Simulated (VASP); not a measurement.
# SiO2 (P4_32_12) in VASP: further runs

SiO2 is run at these levels: PBE, r2SCAN; tasks: electric field gradients.

Everything below comes from runs of VASP 6.6.1. Logs are shortened: lines on timing, memory, paths and dates and some standing lists are left out, and cuts for length are marked.

## Step 1: The cell of the first run

It takes space group P4_32_12 (No. 96, tetragonal). The conventional cell has a = 4.933 Å, b = 4.933 Å, c = 6.465 Å, α = 90.00°, β = 90.00°, γ = 90.00°. Si (site symmetry 2) has 4 O at 1.62 Å within 2.2 Å. O (site symmetry 1) has 2 Si at 1.62 Å within 2.2 Å.

## Step 2: Electric field gradients, PBE

The input, INCAR:

```
PREC     = Accurate       # precision mode
ENCUT    = 520            # plane-wave cutoff, eV
EDIFF    = 1E-8           # SCF threshold, eV
ISMEAR   = -1             # smearing method
SIGMA    = 0.02           # smearing width, eV
LREAL    = False          # projectors in reciprocal space
LASPH    = True           # aspherical terms in the spheres
NELM     = 80             # most SCF steps
ALGO     = Normal         # electronic algorithm
ISIF     = 2              # what is computed and relaxed
LWAVE    = False          # write WAVECAR
LCHARG   = False          # write CHGCAR
GGA      = PE             # functional
LEFG     = True         
NBANDS   = 44             # bands
```

The input, KPOINTS:

```
Automatic mesh
0
Gamma
  4 4 3
```

The input, POSCAR:

```
SiO2
1.0
    4.9329000000      0.0000000000      0.0000000000
    0.0000000000      4.9329000000      0.0000000000
    0.0000000000      0.0000000000      6.4645000000
Si O
4 8
Direct
    0.8177050000      0.8177050000      0.5000000000
    0.6822950000      0.3177050000      0.2500000000
    0.1822950000      0.1822950000      0.0000000000
    0.3177050000      0.6822950000      0.7500000000
    0.2683400000      0.3645700000      0.8019300000
    0.1354300000      0.7683400000      0.5519300000
    0.7316600000      0.6354300000      0.3019300000
    0.8645700000      0.2316600000      0.0519300000
    0.7683400000      0.1354300000      0.4480700000
    0.6354300000      0.7316600000      0.6980700000
    0.2316600000      0.8645700000      0.9480700000
    0.3645700000      0.2683400000      0.1980700000
```

Potentials or basis: VASP PAW PBE potentials, release 64 (Si, O).

Started as:

```
cat potpaw_PBE.64/Si/POTCAR potpaw_PBE.64/O/POTCAR > POTCAR
mpirun -np 1 vasp_std > vasp.out
```

OUTCAR:

```text
PREC = Accurate
   ENCUT = 520
   EDIFF = 1E-8
   ISMEAR = -1
   LREAL = False
   LASPH = True
   NELM = 80
   ISIF = 2
   GGA = PE

 ion  position               nearest neighbor table
   1  0.818  0.818  0.500-   7 1.62  10 1.62   9 1.62   6 1.62   2 3.02   4 3.02   2 3.02   4 3.02

   2  0.682  0.318  0.250-   8 1.62   9 1.62   7 1.62  12 1.62   1 3.02   3 3.02   1 3.02   3 3.02

   3  0.182  0.182  0.000-   5 1.62  12 1.62  11 1.62   8 1.62   2 3.02   4 3.02   4 3.02   2 3.02

   4  0.318  0.682  0.750-   6 1.62  11 1.62  10 1.62   5 1.62   1 3.02   3 3.02   3 3.02   1 3.02

   5  0.268  0.365  0.802-   3 1.62   4 1.62
   6  0.135  0.768  0.552-   4 1.62   1 1.62
   7  0.732  0.635  0.302-   1 1.62   2 1.62
   8  0.865  0.232  0.052-   2 1.62   3 1.62
   9  0.768  0.135  0.448-   2 1.62   1 1.62
  10  0.635  0.732  0.698-   1 1.62   4 1.62
  11  0.232  0.865  0.948-   4 1.62   3 1.62
  12  0.365  0.268  0.198-   3 1.62   2 1.62

  LATTYP: Found a simple tetragonal cell.
 ALAT       =     4.9329000000
 C/A-ratio  =     1.3104867319

  Lattice vectors:

 A1 = (   4.9329000000,   0.0000000000,   0.0000000000)
 A2 = (   0.0000000000,   4.9329000000,   0.0000000000)
 A3 = (   0.0000000000,   0.0000000000,   6.4645000000)

Analysis of symmetry for initial positions (statically):
=====================================================================
 Subroutine PRICEL returns:
 Original cell was already a primitive cell.

 Routine SETGRP: Setting up the symmetry group for a
 simple tetragonal supercell.

 Subroutine GETGRP returns: Found  8 space group operations
 (whereof  2 operations were pure point group operations)
 out of a pool of 16 trial point group operations.

The static configuration has the point symmetry C_2 .
 The point group associated with its full space group is D_4 .

Analysis of symmetry for dynamics (positions and initial velocities):
=====================================================================
 Subroutine PRICEL returns:
 Original cell was already a primitive cell.

 Routine SETGRP: Setting up the symmetry group for a
 simple tetragonal supercell.

 Subroutine GETGRP returns: Found  8 space group operations
 (whereof  2 operations were pure point group operations)
 out of a pool of 16 trial point group operations.

The dynamic configuration has the point symmetry C_2 .
 The point group associated with its full space group is D_4 .

 Subroutine INISYM returns: Found  8 space group operations
 (whereof  2 operations are pure point group operations),
 and found     1 'primitive' translations

----------------------------------------------------------------------------------------

                                     Primitive cell

  volume of cell :     157.3039

  direct lattice vectors                    reciprocal lattice vectors
     4.932900000  0.000000000  0.000000000     0.202720509  0.000000000  0.000000000
     0.000000000  4.932900000  0.000000000     0.000000000  0.202720509  0.000000000
     0.000000000  0.000000000  6.464500000     0.000000000  0.000000000  0.154691005

  length of vectors
     4.932900000  4.932900000  6.464500000     0.202720509  0.202720509  0.154691005

  position of ions in fractional coordinates (direct lattice)
     0.817705000  0.817705000  0.500000000
     0.682295000  0.317705000  0.250000000
     0.182295000  0.182295000  0.000000000
     0.317705000  0.682295000  0.750000000
     0.268340000  0.364570000  0.801930000
     0.135430000  0.768340000  0.551930000
     0.731660000  0.635430000  0.301930000
     0.864570000  0.231660000  0.051930000
     0.768340000  0.135430000  0.448070000
     0.635430000  0.731660000  0.698070000
     0.231660000  0.864570000  0.948070000
     0.364570000  0.268340000  0.198070000

  ion indices of the primitive-cell ions
   primitive index   ion index
                 1           1
                 2           2
                 3           3
                 4           4
                 5           5
                 6           6
                 7           7
                 8           8
                 9           9
                10          10
                11          11
                12          12

[... 58 lines left out ...]
   EDIFF  = 0.1E-07   stopping-criterion for ELM
   LREAL  =      F    real-space projection
   EDIFFG = 0.1E-06   stopping-criterion for IOM
   NSW    =      0    number of steps for IOM
   IBRION =     -1    ionic relax: 0-MD 1-quasi-New 2-CG
   NFREE  =      0    steps in history (QN), initial steepest desc. (CG)
   ISIF   =      2    stress and relaxation
   ISYM   =      2    0-nonsym 1-usesym 2-fastsym
   POTIM  = 0.5000    time-step for ionic-motion
   TEBEG  =    0.0;   TEEND  =   0.0 temperature during run
   PSTRESS=    0.0 pullay stress
   NELECT =      64.0000    total number of electrons
   NUPDOWN=      -1.0000    fix difference up-down
   EMIN   =  10.00;   EMAX   =-10.00  energy-range for DOS
   EFERMI =   0.00;   METHOD = LEGACY
   ISMEAR =    -1;   SIGMA  =   0.02  broadening in eV -4-tet -1-fermi 0-gaus
   EFERMI_NEDOS =   21; number of points for ismear=-14 and -15
   IALGO  =     38    algorithm
   IMIX   =      4    mixing-type and parameters
     AMIX     =   0.40;   BMIX     =  1.00
     AMIX_MAG =   1.60;   BMIX_MAG =  1.00
  volume/ion in A,a.u.               =      13.11        88.46
  Fermi-wavevector in a.u.,A,eV,Ry     =   1.213077  2.292383 20.021726  1.471555
  Thomas-Fermi vector in A             =   2.348540
   LORBIT       =      0    0 simple, 1 ext, 2 COOP (PROOUT), +10 PAW based schemes
   GGA     = PE    functional components
   LHFCALC =     F    Hartree Fock is set to
   AEXX    =    0.0000 exact exchange contribution
   IVDW    =     0    specifies the selected vdW correction
   LEPSILON=     F    determine dielectric tensor
   LRPA    =     F    only Hartree local field effects (RPA)
 non-spin polarized calculation
  energy-cutoff  :      520.00
  volume of cell :      157.30
 maximum number of plane-waves:      4250
 NGX is ok and might be reduce to    40
   NGX = 19   NGY = 19   NGZ = 25

 number of electron      63.9999990 magnetization

 Free energy of the ion-electron system (eV)
  ---------------------------------------------------
  ext. energy  EPLUGINS =         0.00000000
  ---------------------------------------------------
  free energy    TOTEN  =       -94.64247402 eV

  energy without entropy =      -94.64247402  energy(sigma->0) =      -94.64247402

 E-fermi :   1.3414     XC(G=0):  -8.9764

 val. band max:        0.8415139271   @ k =   0.0000   0.0000   0.0000
 cond. band min:       6.5479439838   @ k =   0.0000   0.0000   0.0000
 fundamental gap:      5.7064300567
 Fermi energy:         1.3414441865

 k-point     1 :       0.0000    0.0000    0.0000
  band No.  band energies     occupation
      1     -18.6785      2.00000
      2     -17.6987      2.00000
      3     -17.6987      2.00000
      4     -16.5461      2.00000
      5     -16.5427      2.00000
      6     -16.5427      2.00000
[... 553 lines left out ...]
     43      11.7460      0.00000
     44      11.7460      0.00000

------------------------ aborting loop because EDIFF is reached ----------------------------------------

  FORCE on cell =-STRESS in cart. coord.  units (eV):
  Direction    XX          YY          ZZ          XY          YZ          ZX
  --------------------------------------------------------------------------------------
  -------------------------------------------------------------------------------------
  Total        3.0582732      3.0582732      6.3207712      0.0000000      0.0000000      0.0000000
  in kB       31.1492284     31.1492284     64.3785350      0.0000000      0.0000000      0.0000000
  external PRESSURE =      42.2256639 kB  Pullay stress =       0.0000000 kB

 VOLUME and BASIS-vectors are now :
 -----------------------------------------------------------------------------
  energy-cutoff  :      520.00
  volume of cell :      157.30
      direct lattice vectors                 reciprocal lattice vectors
     4.932900000  0.000000000  0.000000000     0.202720509  0.000000000  0.000000000
     0.000000000  4.932900000  0.000000000     0.000000000  0.202720509  0.000000000
     0.000000000  0.000000000  6.464500000     0.000000000  0.000000000  0.154691005

 POSITION                                       TOTAL-FORCE (eV/Angst)
 -----------------------------------------------------------------------------------
      4.03366      4.03366      3.23225        -0.002009     -0.002009     -0.000000
      3.36569      1.56721      1.61613         0.002009     -0.002009     -0.000000
      0.89924      0.89924      0.00000         0.002009      0.002009     -0.000000
      1.56721      3.36569      4.84837        -0.002009      0.002009     -0.000000
      1.32369      1.79839      5.18408         0.054923      0.007570     -0.195167
      0.66806      3.79014      3.56795        -0.007570      0.054923     -0.195167
      3.60921      3.13451      1.95183        -0.054923     -0.007570     -0.195167
      4.26484      1.14276      0.33570         0.007570     -0.054923     -0.195167
      3.79014      0.66806      2.89655         0.054923     -0.007570      0.195167
      3.13451      3.60921      4.51267        -0.007570     -0.054923      0.195167
      1.14276      4.26484      6.12880        -0.054923      0.007570      0.195167
      1.79839      1.32369      1.28042         0.007570      0.054923      0.195167
 -----------------------------------------------------------------------------------
    total drift:                                0.000000     -0.000000      0.000000

  FREE ENERGIE OF THE ION-ELECTRON SYSTEM (eV)
  ---------------------------------------------------
  free  energy   TOTEN  =       -94.6424740248 eV

  energy  without entropy=      -94.6424740248  energy(sigma->0) =      -94.64247402

 Electric field gradients (V/A^2)
---------------------------------------------------------------------
 ion       V_xx      V_yy      V_zz      V_xy      V_xz      V_yz
---------------------------------------------------------------------
   1      -2.979    -2.979     5.959     0.452    -1.990     1.990
   2      -2.979    -2.979     5.959    -0.452    -1.990    -1.990
   3      -2.979    -2.979     5.959     0.452     1.990    -1.990
   4      -2.979    -2.979     5.959    -0.452     1.990     1.990
   5     -48.158    49.884    -1.726    25.676   -20.225   -48.675
   6      49.884   -48.158    -1.726   -25.676    48.675   -20.225
   7     -48.158    49.884    -1.726    25.676    20.225    48.675
   8      49.884   -48.158    -1.726   -25.676   -48.675    20.225
   9     -48.158    49.884    -1.726   -25.676    20.225   -48.675
  10      49.884   -48.158    -1.726    25.676   -48.675   -20.225
  11     -48.158    49.884    -1.726   -25.676   -20.225    48.675
  12      49.884   -48.158    -1.726    25.676    48.675    20.225
---------------------------------------------------------------------

 Electric field gradients after diagonalization (V/A^2)
 (convention: |V_zz| > |V_xx| > |V_yy|)
----------------------------------------------------------------------
 ion       V_xx      V_yy      V_zz     asymmetry (V_yy - V_xx)/ V_zz
----------------------------------------------------------------------
   1      -4.211    -2.527     6.737       0.250
   2      -4.211    -2.527     6.737       0.250
   3      -4.211    -2.527     6.737       0.250
   4      -4.211    -2.527     6.737       0.250
   5     -56.561   -30.401    86.962       0.301
   6     -56.561   -30.401    86.962       0.301
   7     -56.561   -30.401    86.962       0.301
   8     -56.561   -30.401    86.962       0.301
   9     -56.561   -30.401    86.962       0.301
  10     -56.561   -30.401    86.962       0.301
  11     -56.561   -30.401    86.962       0.301
  12     -56.561   -30.401    86.962       0.301
----------------------------------------------------------------------

           NMR quadrupolar parameters

 Cq : quadrupolar parameter    Cq=e*Q*V_zz/h
 eta: asymmetry parameters     (V_yy - V_xx)/ V_zz
 Q  : nuclear electric quadrupole moment in mb (millibarn)
----------------------------------------------------------------------
 ion       Cq(MHz)       eta       Q (mb)
----------------------------------------------------------------------
   1       0.016       0.250       1.000
   2       0.016       0.250       1.000
   3       0.016       0.250       1.000
   4       0.016       0.250       1.000
   5       0.210       0.301       1.000
   6       0.210       0.301       1.000
   7       0.210       0.301       1.000
   8       0.210       0.301       1.000
   9       0.210       0.301       1.000
  10       0.210       0.301       1.000
  11       0.210       0.301       1.000
  12       0.210       0.301       1.000
----------------------------------------------------------------------
```

It took 87 s on 1 thread of Intel Xeon 6975P-C, shared host; peak memory 0.27 GiB.

What came out:

- Free energy: -94.6425 eV
- Pressure: 4.2 GPa
- Largest force: 0.203 eV/Å
- Band gap on the k mesh: 5.71 eV, direct

Forces in eV/Å, atoms in the order of the input:
```
Si  -0.002 -0.002  0.000
Si   0.002 -0.002  0.000
Si   0.002  0.002  0.000
Si  -0.002  0.002  0.000
O    0.055  0.008 -0.195
O   -0.008  0.055 -0.195
O   -0.055 -0.008 -0.195
O    0.008 -0.055 -0.195
O    0.055 -0.008  0.195
O   -0.008 -0.055  0.195
O   -0.055  0.008  0.195
O    0.008  0.055  0.195
```

Electric field gradients, principal values (V/Å²):
| atom | least | middle | greatest (by size) |
| --- | --- | --- | --- |
| 1 Si | -2.527 | -4.211 | 6.737 |
| 2 Si | -2.527 | -4.211 | 6.737 |
| 3 Si | -2.527 | -4.211 | 6.737 |
| 4 Si | -2.527 | -4.211 | 6.737 |
| 5 O | -30.401 | -56.561 | 86.962 |
| 6 O | -30.401 | -56.561 | 86.962 |
| 7 O | -30.401 | -56.561 | 86.962 |
| 8 O | -30.401 | -56.561 | 86.962 |
| 9 O | -30.401 | -56.561 | 86.962 |
| 10 O | -30.401 | -56.561 | 86.962 |
| 11 O | -30.401 | -56.561 | 86.962 |
| 12 O | -30.401 | -56.561 | 86.962 |

Caveat: without QUAD_EFG the Cq values of the log hold for a quadrupole moment of 1 mb, not for the nuclei.

(Continued in part 2 of 3.)
